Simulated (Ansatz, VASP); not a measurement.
## Two plane-wave programs on Au

```
Au
1.0
    -1.60755    1.60755    1.65727
     1.60755   -1.60755    1.65727
     1.60755    1.60755   -1.65727
Au
1
Direct
  0.00000 0.00000 0.00000
```

Change from the starting cell: strain -0.030 along x and y, +0.000 along z, atoms carried along.

Alike in both runs: task single point; functional r2SCAN; k mesh 20 × 20 × 20; occupations gaussian, width 0.15 eV; no spin polarisation.

```csv
,VASP,Ansatz
version,VASP 6.6.1,Ansatz 0.2.0
potentials or method,"VASP PAW PBE potentials, release 64 (Au), cutoff 520 eV","scalar-relativistic, plane waves, PAW"
valence electrons in the cell,11,19
```

```tsv
	VASP	Ansatz	Ansatz less VASP
gap on the k mesh at the Fermi level (eV)	none	none	-
pressure (GPa)	4.6	4.3	-0.33
traceless stress, the component that is largest in VASP (GPa)	0.06	0.05	-0.007
```

VASP's potentials were made for PBE, not for r2SCAN. A gap of «none» marks a metal or a gap that the smearing closes. VASP's potentials hold 11 valence electrons a cell and Ansatz's 19, so a difference there can come from the potentials and not from the codes.

Neither program's run includes spin-orbit coupling.
